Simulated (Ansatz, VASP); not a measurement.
Pt: VASP beside Ansatz

File INCAR:

```
SYSTEM = Pt
ALGO     = Normal         ! electronic algorithm
EDIFF    = 1E-8           ! SCF threshold, eV
ENCUT    = 520            ! plane-wave cutoff, eV
GGA      = CA             ! functional
GGA_COMPAT= .FALSE.      
ISIF     = 2              ! what is computed and relaxed
ISMEAR   = -1             ! smearing method
LASPH    = .TRUE.         ! aspherical terms in the spheres
LCHARG   = .FALSE.        ! write CHGCAR
LEFG     = .TRUE.       
LMAXMIX  = 4              ! l up to which the mixer works
LNONCOLLINEAR= .TRUE.         ! non-collinear magnetism
LORBIT   = 11             ! projections on sites
LORBMOM  = .TRUE.       
LREAL    = .FALSE.        ! projectors in reciprocal space
LSORBIT  = .TRUE.         ! spin-orbit coupling
LWAVE    = .FALSE.        ! write WAVECAR
MAGMOM   = 0 0 0          ! initial moments
NBANDS   = 21             ! bands
NELM     = 150            ! most SCF steps
PREC     = Accurate       ! precision mode
SIGMA    = 0.05           ! smearing width, eV
```

The input KPOINTS:

```
k-points
0
G
  16 16 16
  0 0 0
```

File POSCAR:

```
Pt
1.0
    0.0000000000      1.9715751809      1.9715751809
    1.9715751809      0.0000000000      1.9715751809
    1.9715751809      1.9715751809      0.0000000000
Pt
1
Direct
    0.0000000000      0.0000000000      0.0000000000
```

Input for Ansatz:

```yaml
crystal:
  lattice:
    - [0.0, 1.9715751809, 1.9715751809]
    - [1.9715751809, 0.0, 1.9715751809]
    - [1.9715751809, 1.9715751809, 0.0]
  atoms:
    - { symbol: Pt, position: [0.0, 0.0, 0.0] }
kpoints:
  mp_grid: { grid: [16, 16, 16] }
  band_path:
    path:
      - [0.0, 0.0, 0.0]
      - [0.5, 0.0, 0.5]
      - [0.625, 0.25, 0.625]
      - [0.375, 0.375, 0.75]
      - [0.0, 0.0, 0.0]
      - [0.5, 0.5, 0.5]
      - [0.5, 0.25, 0.75]
      - [0.5, 0.0, 0.5]
    npoints: 5
scf:
  occupations: { method: fermi_dirac, width: 0.05 }
hamiltonian:
  xc: lda
  pseudopotentials: { kind: paw_fr }
output:
  forces: true
  stress: true
  eigenvalues: true
  efg: { contact_densities: true }
magnetization:
  noncollinear: true
  spin_orbit: true
```

Alike in both runs: task electric field gradients; functional LDA; k mesh 16 × 16 × 16; occupations fermi-dirac, width 0.05 eV; non-collinear spin, spin-orbit coupling.

|  | VASP | Ansatz |
| --- | --- | --- |
| version | VASP 6.6.1 | Ansatz 0.2.0 |
| potentials or method | VASP PAW LDA potentials, release 64 (Pt) | PAW with Ansatz's default frozen-core files, fully relativistic files with spin-orbit coupling |
| plane-wave cutoff (eV) | 520 | 420 |
| valence electrons in the cell | 10 | 18 |

Ansatz gave:

```
pressure (GPa) : -9.8
```

Task: What did VASP give for the same quantities?

Result: Pressure (GPa): -8.9.

LDA's correlation is that of Perdew and Zunger in VASP and of Perdew and Wang (1992) in Ansatz. VASP's potentials hold 10 valence electrons a cell and Ansatz's 18, so a difference there can come from the potentials and not from the codes.
